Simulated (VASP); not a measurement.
Write the native input for VASP 6.6.1 that does the following.

| Item | Value |
| --- | --- |
| Task | single point |
| Functional | LDA |
| Potentials or basis | VASP PAW LDA potentials, release 64 (Ni) |
| Cutoff | 520 eV |
| k mesh | 16 × 16 × 16 |
| Occupations | fermi-dirac, width 0.05 eV |
| Spin | collinear spin, ferromagnetic start |
| Starting moments | [0.8] μB |
| Dipole correction | no |
| Further INCAR settings | ALGO = Normal; EDIFF = 1e-06; NBANDS = 15 |

The structure of Ni lies in POSCAR:

```
Ni
1.0
   -1.3613578883      1.3613578883      1.3613578883
    1.3613578883     -1.3613578883      1.3613578883
    1.3613578883      1.3613578883     -1.3613578883
Ni
1
Direct
    0.0000000000      0.0000000000      0.0000000000
```

These files were run (other wordings do the same):

INCAR

```
PREC = Accurate ; ENCUT = 520
EDIFF = 1E-6 ; ISMEAR = -1
SIGMA = 0.05 ; LREAL = F
LASPH = T ; NELM = 150
ALGO = Normal ; ISIF = 2
LWAVE = F ; LCHARG = F
ISPIN = 2 ; MAGMOM = 0.8
LORBIT = 11 ; LMAXMIX = 4
NBANDS = 15
```

KPOINTS

```
Automatic mesh
0
Gamma
  16 16 16
```

Potentials or basis: VASP PAW LDA potentials, release 64 (Ni).

Command:

```bash
$ cat potpaw_LDA.64/Ni/POTCAR > POTCAR
$ mpirun -np 1 vasp_std > vasp.out
```

It gave:

| Item | Value |
| --- | --- |
| Pressure | -0.5 GPa |
| Net moment | 0.37 μB per cell |
| Site moments | Ni +0.37 μB |
| Valence electrons inside the program's atomic spheres | Ni 9.47 |

Wall time 75 s on 1 thread of Intel Xeon 8259CL, with other jobs on the host, peak memory 0.14 GiB.
